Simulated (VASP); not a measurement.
NaF (Villiaumite): single point with r2SCAN

Crystal: NaF (Villiaumite).

```
Na F
1.0
     2.29707    2.29707    0.00000
    -2.29707    2.29707    0.00000
     0.00000    2.29707    2.29707
Na F
1 1
Direct
  0.00000 0.00000 0.00000
  0.50000 0.50000 0.00000
```

| Quantity | Value |
| --- | --- |
| Program | VASP 6.6.1 |
| Task | single point |
| Functional | r2SCAN |
| Potentials or basis | VASP PAW PBE potentials, release 64 (Na_pv, F) |
| Cutoff | 520 eV |
| k mesh | 8 × 8 × 8 |
| Occupations | gaussian, width 0.01 eV |
| Spin | no spin polarisation |

```json
{"Pressure": "-0.8 GPa", "Band gap on the k mesh": "7.32 eV, direct"}
```

Levels at points of the mesh, in eV from the valence-band top:
```
           k point  band 4  band 5  band 6  band 7  band 8  band 9  band 10  band 11
(0.00, 0.00, 0.00)  -19.42    0.00    0.00    0.00    7.32   19.97    19.97    19.97
(0.50, 0.00, 0.00)  -18.90   -1.61   -0.28   -0.28   11.80   13.64    21.71    21.71
(0.50, 0.50, 0.00)  -19.48   -1.30   -0.42   -0.42   14.01   14.29    15.11    21.47
```

Wall time 29 s on 1 thread of AMD EPYC 7R43 64-Core Processor (Zen 3), on a shared host, peak memory 0.1 GiB.

Caveat: the PAW data sets were made with another functional, which shifts forces and pressure a little. r2SCAN opens gaps a little over a GGA but as a rule still falls short of measured ones.
